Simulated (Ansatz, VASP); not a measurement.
## One calculation of Na, two programs

```
Na
1.0
     0.00000    3.54163    3.54163
     3.54163    0.00000    3.54163
     3.54163    3.54163    0.00000
Na
2
Cartesian
  0.8854 0.8854 0.8854
  6.1979 6.1979 6.1979
```

Alike in both runs: task single point; functional LDA; k mesh 9 × 9 × 9; occupations fermi-dirac, width 0.1 eV; no spin polarisation.

```csv
,VASP,Ansatz
version,VASP 6.6.1,Ansatz 0.2.0
potentials or method,"VASP PAW LDA potentials, release 64 (Na_pv), cutoff 520 eV","plane waves (420 eV) with PAW, scalar-relativistic"
valence electrons in the cell,14,18
```

```csv
,VASP,Ansatz,Ansatz less VASP
pressure (GPa),0.4,0.4,+0.02
```

Ansatz warns that its potentials were made for another functional, while VASP's fit it. LDA's correlation is that of Perdew and Zunger in VASP and of Perdew and Wang (1992) in Ansatz. VASP's potentials hold 14 valence electrons a cell and Ansatz's 18, so a difference there can come from the potentials and not from the codes.
